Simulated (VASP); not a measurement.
A run of VASP 6.6.1 is set up as follows.

INCAR

```
  ALGO = Normal
  EDIFF = 1E-6
  ENCUT = 520
  GGA = PE
  ISIF = 2
  ISMEAR = 0
  LASPH = True
  LCHARG = False
  LREAL = False
  LWAVE = False
  NBANDS = 14
  NELM = 100
  PREC = Accurate
  SIGMA = 0.1
```

Contents of KPOINTS:

```
k-points
0
Gamma
  10 10 10
```

POSCAR

```
NaF
1.0
    0.0000000000      2.3200000000      2.3200000000
    2.3200000000      0.0000000000      2.3200000000
    2.3200000000      2.3200000000      0.0000000000
Na F
1 1
Direct
    0.0000000000      0.0000000000      0.0000000000
    0.5000000000      0.5000000000      0.5000000000
```

Potentials or basis: VASP PAW PBE potentials, release 64 (Na_pv, F).

Command:

```console
$ cat potpaw_PBE.64/Na_pv/POTCAR potpaw_PBE.64/F/POTCAR > POTCAR
$ mpirun -np 1 vasp_std > vasp.out
```

Problem. Estimate the band gap on the k mesh.

Solution. 6.28 eV.

Problem. What does it give for the pressure?

Solution. 1.8 GPa.

A k mesh can miss the band edges. Expect the measured gap to be larger: semilocal functionals such as PBE lack the derivative discontinuity.
